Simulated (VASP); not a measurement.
# BN (P6_3mc) in VASP: a series of runs

BN is run at these levels: PBE, r2SCAN; tasks: single point.

All numbers are computed with VASP 6.6.1; they aren't measurements. Logs are shortened: lines on timing, memory, paths and dates and some standing lists are left out, and cuts for length are marked.

### Step 1. The cell of the first run

Symmetry: P6_3mc, No. 186, hexagonal system. The conventional cell has a = 2.544 Å, b = 2.544 Å, c = 4.208 Å, α = 90.00°, β = 90.00°, γ = 120.00°. B (site symmetry 3m) has 4 N at 1.56 to 1.58 Å within 2.1 Å. Within 2.1 Å of N (site symmetry 3m) lie 4 B at 1.56 to 1.58 Å.

### Step 2. Single point, PBE

Input file INCAR:

```
PREC = Accurate
ENCUT = 520
EDIFF = 1E-6
ISMEAR = 0
SIGMA = 0.01
LREAL = F
LASPH = T
NELM = 60
ALGO = Normal
ISIF = 2
LWAVE = F
LCHARG = T
GGA = PE
LELF = T
LVHAR = T
NBANDS = 16
```

Input file KPOINTS:

```
Automatic mesh
0
Gamma
  12 12 6
```

Input file POSCAR:

```
BN
1.0
    2.5439499968      0.0000000000      0.0000000000
   -1.2719749984      2.2031253232      0.0000000000
    0.0000000000      0.0000000000      4.2078153299
B N
2 2
Direct
    0.3333333333      0.6666666667      0.0002034648
    0.6666666667      0.3333333333      0.5002034648
    0.3333333333      0.6666666667      0.3747965352
    0.6666666667      0.3333333333      0.8747965352
```

Potentials or basis: VASP PAW PBE potentials, release 64 (B, N).

Run with:

```bash
> cat potpaw_PBE.64/B/POTCAR potpaw_PBE.64/N/POTCAR > POTCAR
> mpirun -np 1 vasp_std > vasp.out
```

OUTCAR:

```text
PREC = Accurate
   ENCUT = 520
   EDIFF = 1E-6
   ISMEAR = 0
   LREAL = F
   LASPH = T
   NELM = 60
   ISIF = 2
   GGA = PE

 ion  position               nearest neighbor table
   1  0.333  0.667  0.000-   4 1.56   4 1.56   4 1.56   3 1.58
   2  0.667  0.333  0.500-   3 1.56   3 1.56   3 1.56   4 1.58
   3  0.333  0.667  0.375-   2 1.56   2 1.56   2 1.56   1 1.58
   4  0.667  0.333  0.875-   1 1.56   1 1.56   1 1.56   2 1.58

  LATTYP: Found a hexagonal cell.
 ALAT       =     2.5439499968
 C/A-ratio  =     1.6540479708

  Lattice vectors:

 A1 = (   2.5439499968,   0.0000000000,   0.0000000000)
 A2 = (  -1.2719749984,   2.2031253232,   0.0000000000)
 A3 = (   0.0000000000,   0.0000000000,   4.2078153299)

Analysis of symmetry for initial positions (statically):
=====================================================================
 Subroutine PRICEL returns:
 Original cell was already a primitive cell.

 Routine SETGRP: Setting up the symmetry group for a
 hexagonal supercell.

 Subroutine GETGRP returns: Found 12 space group operations
 (whereof  6 operations were pure point group operations)
 out of a pool of 24 trial point group operations.

The static configuration has the point symmetry C_3v.
 The point group associated with its full space group is C_6v.

Analysis of symmetry for dynamics (positions and initial velocities):
=====================================================================
 Subroutine PRICEL returns:
 Original cell was already a primitive cell.

 Routine SETGRP: Setting up the symmetry group for a
 hexagonal supercell.

 Subroutine GETGRP returns: Found 12 space group operations
 (whereof  6 operations were pure point group operations)
 out of a pool of 24 trial point group operations.

The dynamic configuration has the point symmetry C_3v.
 The point group associated with its full space group is C_6v.

 Subroutine INISYM returns: Found 12 space group operations
 (whereof  6 operations are pure point group operations),
 and found     1 'primitive' translations

----------------------------------------------------------------------------------------

                                     Primitive cell

  volume of cell :      23.5833

  direct lattice vectors                    reciprocal lattice vectors
     2.543949997  0.000000000  0.000000000     0.393089487  0.226950321  0.000000000
    -1.271974998  2.203125323  0.000000000     0.000000000  0.453900643  0.000000000
     0.000000000  0.000000000  4.207815330     0.000000000  0.000000000  0.237653015

  length of vectors
     2.543949997  2.543949997  4.207815330     0.453900643  0.453900643  0.237653015

  position of ions in fractional coordinates (direct lattice)
     0.333333333  0.666666667  0.000203465
     0.666666667  0.333333333  0.500203465
     0.333333333  0.666666667  0.374796535
     0.666666667  0.333333333  0.874796535

  ion indices of the primitive-cell ions
   primitive index   ion index
                 1           1
                 2           2
                 3           3
                 4           4

----------------------------------------------------------------------------------------

 KPOINTS: Automatic mesh

Automatic generation of k-mesh.
 Grid dimensions read from file:
 generate k-points for:   12   12    6

 Generating k-lattice:

  Cartesian coordinates                     Fractional coordinates (reciprocal lattice)
     0.032757457  0.018912527  0.000000000     0.083333333 -0.000000000  0.000000000
     0.000000000  0.037825054  0.000000000     0.000000000  0.083333333  0.000000000
     0.000000000  0.000000000  0.039608836     0.000000000  0.000000000  0.166666667

  Length of vectors
     0.037825054  0.037825054  0.039608836

  Shift w.r.t. Gamma in fractional coordinates (k-lattice)
     0.000000000  0.000000000  0.000000000

 Subroutine IBZKPT returns following result:
 ===========================================

 Found     76 irreducible k-points:

 Following reciprocal coordinates:
            Coordinates               Weight
  0.000000  0.000000  0.000000      1.000000
  0.083333  0.000000  0.000000      6.000000
  0.166667  0.000000  0.000000      6.000000
  0.250000 -0.000000  0.000000      6.000000
  0.333333 -0.000000  0.000000      6.000000
  0.416667  0.000000  0.000000      6.000000
[... 16 lines left out ...]
  0.250000 -0.000000  0.166667     12.000000
  0.333333 -0.000000  0.166667     12.000000
 [... further k-points ...]
   k-points           NKPTS =     76   k-points in BZ     NKDIM =     76   number of bands    NBANDS=     16
   number of dos      NEDOS =    301   number of ions     NIONS =      4
   total plane-waves  NPLWV =  12800
   dimension x,y,z NGX =    20 NGY =   20 NGZ =   32
   dimension x,y,z NGXF=    40 NGYF=   40 NGZF=   64
   ions per type =               2   2
   NGX,Y,Z   is equivalent  to a cutoff of  13.07, 13.07, 12.64 a.u.
   NGXF,Y,Z  is equivalent  to a cutoff of  26.14, 26.14, 25.29 a.u.
 SYSTEM =  unknown system
   PREC   = accura    normal or accurate (medium, high low for compatibility)
   ISTART =      0    job   : 0-new  1-cont  2-samecut
   ICHARG =      2    charge: 1-file 2-atom 10-const
   ISPIN  =      1    spin polarized calculation?
   LNONCOLLINEAR =      F non collinear calculations
   LSORBIT =      F    spin-orbit coupling
   LASPH  =      T    aspherical Exc in radial PAW
   ENCUT  =  520.0 eV  38.22 Ry    6.18 a.u.   4.73  4.73  7.82*2*pi/ulx,y,z
   NELM   =     60;   NELMIN=  2; NELMDL= -5     # of ELM steps
   EDIFF  = 0.1E-05   stopping-criterion for ELM
   LREAL  =      F    real-space projection
   EDIFFG = 0.1E-04   stopping-criterion for IOM
   NSW    =      0    number of steps for IOM
   IBRION =     -1    ionic relax: 0-MD 1-quasi-New 2-CG
   NFREE  =      0    steps in history (QN), initial steepest desc. (CG)
   ISIF   =      2    stress and relaxation
   ISYM   =      2    0-nonsym 1-usesym 2-fastsym
   POTIM  = 0.5000    time-step for ionic-motion
   TEBEG  =    0.0;   TEEND  =   0.0 temperature during run
   PSTRESS=    0.0 pullay stress
   NELECT =      16.0000    total number of electrons
   NUPDOWN=      -1.0000    fix difference up-down
   EMIN   =  10.00;   EMAX   =-10.00  energy-range for DOS
   EFERMI =   0.00;   METHOD = LEGACY
   ISMEAR =     0;   SIGMA  =   0.01  broadening in eV -4-tet -1-fermi 0-gaus
   EFERMI_NEDOS =   21; number of points for ismear=-14 and -15
   IALGO  =     38    algorithm
   IMIX   =      4    mixing-type and parameters
     AMIX     =   0.40;   BMIX     =  1.00
     AMIX_MAG =   1.60;   BMIX_MAG =  1.00
  volume/ion in A,a.u.               =       5.90        39.79
  Fermi-wavevector in a.u.,A,eV,Ry     =   1.438512  2.718393 28.154745  2.069315
  Thomas-Fermi vector in A             =   2.557470
   LORBIT       =      0    0 simple, 1 ext, 2 COOP (PROOUT), +10 PAW based schemes
   GGA     = PE    functional components
   LHFCALC =     F    Hartree Fock is set to
   AEXX    =    0.0000 exact exchange contribution
   IVDW    =     0    specifies the selected vdW correction
   LEPSILON=     F    determine dielectric tensor
   LRPA    =     F    only Hartree local field effects (RPA)
 non-spin polarized calculation
 Gauss-broadening in eV      SIGMA  =   0.01
  energy-cutoff  :      520.00
  volume of cell :       23.58
 maximum number of plane-waves:       652
 NGX is ok and might be reduce to    20
   NGX =  9   NGY =  9   NGZ = 15

 number of electron      16.0000000 magnetization

 Free energy of the ion-electron system (eV)
  ---------------------------------------------------
  ext. energy  EPLUGINS =         0.00000000
  ---------------------------------------------------
  free energy    TOTEN  =       -34.82759284 eV

  energy without entropy =      -34.82759284  energy(sigma->0) =      -34.82759284

 E-fermi :   7.7131     XC(G=0): -12.8219

 val. band max:        7.5827672664   @ k =   0.0000   0.0000   0.0000
 cond. band min:      12.7723189451   @ k =   0.3333   0.3333   0.0000
 fundamental gap:      5.1895516786
 Fermi energy:         7.7130616818

 k-point     1 :       0.0000    0.0000    0.0000
  band No.  band energies     occupation
      1     -12.8454      2.00000
      2      -8.6822      2.00000
      3      -3.3541      2.00000
      4       5.4547      2.00000
      5       5.4547      2.00000
      6       7.3144      2.00000
[... 8 lines left out ...]
     15      19.5005      0.00000
     16      23.8289      0.00000

 k-point     2 :       0.0833    0.0000    0.0000
  band No.  band energies     occupation
      1     -12.6940      2.00000
      2      -8.5660      2.00000
      3      -3.2041      2.00000
      4       4.7614      2.00000
      5       5.1711      2.00000
      6       7.0069      2.00000
[... 8 lines left out ...]
     15      19.9424      0.00000
     16      23.5977      0.00000

 k-point     3 :       0.1667    0.0000    0.0000
  band No.  band energies     occupation
      1     -12.2445      2.00000
      2      -8.2335      2.00000
      3      -2.7597      2.00000
      4       3.0946      2.00000
      5       4.5059      2.00000
      6       5.5914      2.00000
[... 8 lines left out ...]
     15      21.0924      0.00000
     16      22.9310      0.00000

 k-point     4 :       0.2500   -0.0000    0.0000
  band No.  band energies     occupation
      1     -11.5141      2.00000
      2      -7.7474      2.00000
      3      -2.0420      2.00000
      4       1.1206      2.00000
      5       3.7615      2.00000
      6       3.8210      2.00000
[... 8 lines left out ...]
     15      22.5801      0.00000
     16      23.0317      0.00000

 k-point     5 :       0.3333   -0.0000    0.0000
  band No.  band energies     occupation
      1     -10.5445      2.00000
      2      -7.2757      2.00000
      3      -1.1167      2.00000
      4      -0.6323      2.00000
      5       2.0504      2.00000
      6       3.1350      2.00000
[... 8 lines left out ...]
     15      23.4152      0.00000
     16      24.0192      0.00000

 k-point     6 :       0.4167    0.0000    0.0000
  band No.  band energies     occupation
      1      -9.4497      2.00000
      2      -7.1787      2.00000
      3      -1.7155      2.00000
      4      -0.1195      2.00000
      5       0.6290      2.00000
      6       2.7282      2.00000
[... 8 lines left out ...]
     15      23.7757      0.00000
     16      25.0544      0.00000
[... 267 lines left out ...]
 k-point    21 :       0.0833    0.0000    0.1667
  band No.  band energies     occupation
      1     -12.5282      2.00000
      2      -9.1255      2.00000
      3      -2.3557      2.00000
      4       4.8855      2.00000
      5       5.2937      2.00000
      6       6.2399      2.00000
[... 8 lines left out ...]
     15      19.6312      0.00000
     16      23.2654      0.00000

 k-point    22 :       0.1667    0.0000    0.1667
  band No.  band energies     occupation
      1     -12.0811      2.00000
      2      -8.7640      2.00000
      3      -1.9644      2.00000
      4       3.2396      2.00000
      5       4.6377      2.00000
      6       5.1509      2.00000
[... 8 lines left out ...]
     15      20.7767      0.00000
     16      22.9155      0.00000

 k-point    23 :       0.2500   -0.0000    0.1667
  band No.  band energies     occupation
      1     -11.3557      2.00000
      2      -8.2187      2.00000
      3      -1.3934      2.00000
      4       1.3395      2.00000
      5       3.3860      2.00000
      6       3.9006      2.00000
[... 8 lines left out ...]
     15      22.2436      0.00000
     16      23.1100      0.00000

 k-point    24 :       0.3333   -0.0000    0.1667
  band No.  band energies     occupation
      1     -10.3961      2.00000
      2      -7.6331      2.00000
      3      -1.2476      2.00000
      4       0.2028      2.00000
      5       1.6021      2.00000
      6       3.2788      2.00000
[... 8 lines left out ...]
     15      23.6346      0.00000
     16      23.9118      0.00000

 [... further k-points ...]

------------------------ aborting loop because EDIFF is reached ----------------------------------------

  FORCE on cell =-STRESS in cart. coord.  units (eV):
  Direction    XX          YY          ZZ          XY          YZ          ZX
  --------------------------------------------------------------------------------------
  -------------------------------------------------------------------------------------
  Total        0.7348535      0.7348535      0.7105044      0.0000000      0.0000000      0.0000000
  in kB       49.9237157     49.9237157     48.2695113      0.0000000      0.0000000      0.0000000
  external PRESSURE =      49.3723142 kB  Pullay stress =       0.0000000 kB

 VOLUME and BASIS-vectors are now :
 -----------------------------------------------------------------------------
  energy-cutoff  :      520.00
  volume of cell :       23.58
      direct lattice vectors                 reciprocal lattice vectors
     2.543949997  0.000000000  0.000000000     0.393089487  0.226950321  0.000000000
    -1.271974998  2.203125323  0.000000000     0.000000000  0.453900643  0.000000000
     0.000000000  0.000000000  4.207815330     0.000000000  0.000000000  0.237653015

 POSITION                                       TOTAL-FORCE (eV/Angst)
 -----------------------------------------------------------------------------------
     -0.00000      1.46875      0.00086         0.000000      0.000000      0.008930
      1.27197      0.73438      2.10476        -0.000000      0.000000      0.008930
     -0.00000      1.46875      1.57707        -0.000000     -0.000000     -0.008930
      1.27197      0.73438      3.68098         0.000000      0.000000     -0.008930
 -----------------------------------------------------------------------------------
    total drift:                               -0.000000     -0.000000     -0.000416

  FREE ENERGIE OF THE ION-ELECTRON SYSTEM (eV)
  ---------------------------------------------------
  free  energy   TOTEN  =       -34.8275928400 eV

  energy  without entropy=      -34.8275928400  energy(sigma->0) =      -34.82759284
```

Run time: 24 s. Hardware: 1 thread of Intel Xeon 6975P-C, shared host; peak memory 0.15 GiB.

What came out:

```
Free energy            : -34.8276 eV
Pressure               : 4.9 GPa
Largest force          : 0.009 eV/Å
Band gap on the k mesh : 5.19 eV, indirect (least direct gap 8.30 eV)
```

Forces on the atoms (eV/Å):
```
B    0.000  0.000  0.009
B    0.000  0.000  0.009
N    0.000  0.000 -0.009
N    0.000  0.000 -0.009
```

Stress tensor (GPa, compression positive):
```
4.99 0.00 0.00
0.00 4.99 0.00
0.00 0.00 4.83
```

### Step 3. Single point, r2SCAN (volume changed by -3%)

Input file POSCAR:

```
BN
1.0
    2.5182517752      0.0000000000      0.0000000000
   -1.2591258876      2.1808700105      0.0000000000
    0.0000000000      0.0000000000      4.1653092386
B N
2 2
Direct
    0.3333333333      0.6666666667      0.0002034648
    0.6666666667      0.3333333333      0.5002034648
    0.3333333333      0.6666666667      0.3747965352
    0.6666666667      0.3333333333      0.8747965352
```

Input file INCAR.step1:

```
PREC = Accurate ; ENCUT = 520
ISMEAR = 0 ; SIGMA = 0.01
LREAL = False ; LASPH = True
NELM = 100 ; NBANDS = 16
GGA = PE ; ALGO = Normal
EDIFF = 1E-4 ; LWAVE = True
LCHARG = False
```

Input file INCAR.step2:

```
PREC = Accurate ; ENCUT = 520
EDIFF = 1E-7 ; ISMEAR = 0
SIGMA = 0.01 ; LREAL = False
LASPH = True ; NELM = 100
ALGO = Normal ; ISIF = 2
LWAVE = False ; LCHARG = False
METAGGA = R2SCAN ; LMIXTAU = True
NBANDS = 16 ; ISTART = 1
```

Input file KPOINTS:

```
Automatic mesh
0
Gamma
  9 9 6
```

Potentials or basis: VASP PAW PBE potentials, release 64 (B, N).

Run with:

```bash
> cat potpaw_PBE.64/B/POTCAR potpaw_PBE.64/N/POTCAR > POTCAR
> cp INCAR.step1 INCAR
> mpirun -np 1 vasp_std > vasp.out
> cp INCAR.step2 INCAR
> mpirun -np 1 vasp_std > vasp.out
```

OUTCAR:

```text
PREC = Accurate
   ENCUT = 520
   EDIFF = 1E-7
   ISMEAR = 0
   LREAL = False
   LASPH = True
   NELM = 100
   ISIF = 2
   METAGGA = R2SCAN
   ISTART = 1

 ion  position               nearest neighbor table
   1  0.333  0.667  0.000-   4 1.54   4 1.54   4 1.54   3 1.56
   2  0.667  0.333  0.500-   3 1.54   3 1.54   3 1.54   4 1.56
   3  0.333  0.667  0.375-   2 1.54   2 1.54   2 1.54   1 1.56
   4  0.667  0.333  0.875-   1 1.54   1 1.54   1 1.54   2 1.56

  LATTYP: Found a hexagonal cell.
 ALAT       =     2.5182517752
 C/A-ratio  =     1.6540479707

  Lattice vectors:

 A1 = (   2.5182517752,   0.0000000000,   0.0000000000)
 A2 = (  -1.2591258876,   2.1808700105,   0.0000000000)
 A3 = (   0.0000000000,   0.0000000000,   4.1653092386)

Analysis of symmetry for initial positions (statically):
=====================================================================
 Subroutine PRICEL returns:
 Original cell was already a primitive cell.

 Routine SETGRP: Setting up the symmetry group for a
 hexagonal supercell.

[... 173 lines left out ...]
 E-fermi :   7.8578     XC(G=0): -13.8078

 val. band max:        7.8134881252   @ k =   0.0000   0.0000   0.0000
 cond. band min:      13.4879640763   @ k =   0.3333   0.3333   0.0000
 fundamental gap:      5.6744759511
 Fermi energy:         7.8578102634

 k-point     1 :       0.0000    0.0000    0.0000
  band No.  band energies     occupation
      1     -14.0447      2.00000
      2      -9.6568      2.00000
      3      -3.8189      2.00000
      4       5.5347      2.00000
      5       5.5347      2.00000
      6       7.5318      2.00000
[... 433 lines left out ...]
      3      -1.8496      2.00000
      4      -0.5323      2.00000
      5      -0.5323      2.00000
      6       1.5577      2.00000
[... 8 lines left out ...]
     15      25.5246      0.00000
     16      25.5246      0.00000

 [... further k-points ...]

------------------------ aborting loop because EDIFF is reached ----------------------------------------

  FORCE on cell =-STRESS in cart. coord.  units (eV):
  Direction    XX          YY          ZZ          XY          YZ          ZX
  --------------------------------------------------------------------------------------
  -------------------------------------------------------------------------------------
  Total        1.9722757      1.9722757      1.9903127      0.0000000      0.0000000      0.0000000
  in kB      138.1344599    138.1344599    139.3977322      0.0000000      0.0000000      0.0000000
  external PRESSURE =     138.5555507 kB  Pullay stress =       0.0000000 kB

 VOLUME and BASIS-vectors are now :
 -----------------------------------------------------------------------------
  energy-cutoff  :      520.00
  volume of cell :       22.88
      direct lattice vectors                 reciprocal lattice vectors
     2.518251775  0.000000000  0.000000000     0.397100882  0.229266301  0.000000000
    -1.259125888  2.180870011  0.000000000     0.000000000  0.458532602  0.000000000
     0.000000000  0.000000000  4.165309239     0.000000000  0.000000000  0.240078213

 POSITION                                       TOTAL-FORCE (eV/Angst)
 -----------------------------------------------------------------------------------
     -0.00000      1.45391      0.00085        -0.000000      0.000000      0.026769
      1.25913      0.72696      2.08350        -0.000000      0.000000      0.026769
     -0.00000      1.45391      1.56114        -0.000000      0.000000     -0.026769
      1.25913      0.72696      3.64380         0.000000     -0.000000     -0.026769
 -----------------------------------------------------------------------------------
    total drift:                               -0.000000      0.000000     -0.002119

  FREE ENERGIE OF THE ION-ELECTRON SYSTEM (eV)
  ---------------------------------------------------
  free  energy   TOTEN  =       -38.2319775499 eV

  energy  without entropy=      -38.2319775499  energy(sigma->0) =      -38.23197755
```

Wall time 79 s (1 thread of Intel Xeon 6975P-C, shared host); peak memory 0.14 GiB.

What came out:

```
Free energy            : -38.2320 eV
Pressure               : 13.9 GPa
Largest force          : 0.027 eV/Å
Band gap on the k mesh : 5.67 eV, indirect (least direct gap 9.13 eV)
```

Forces in eV/Å, atoms in the order of the input:
```
B    0.000  0.000  0.027
B    0.000  0.000  0.027
N    0.000  0.000 -0.027
N    0.000  0.000 -0.027
```

Caveat: the PAW data sets were made with another functional, which shifts forces and pressure a little. A k mesh can miss the band edges.

(Part 1 of 2 ends here.)
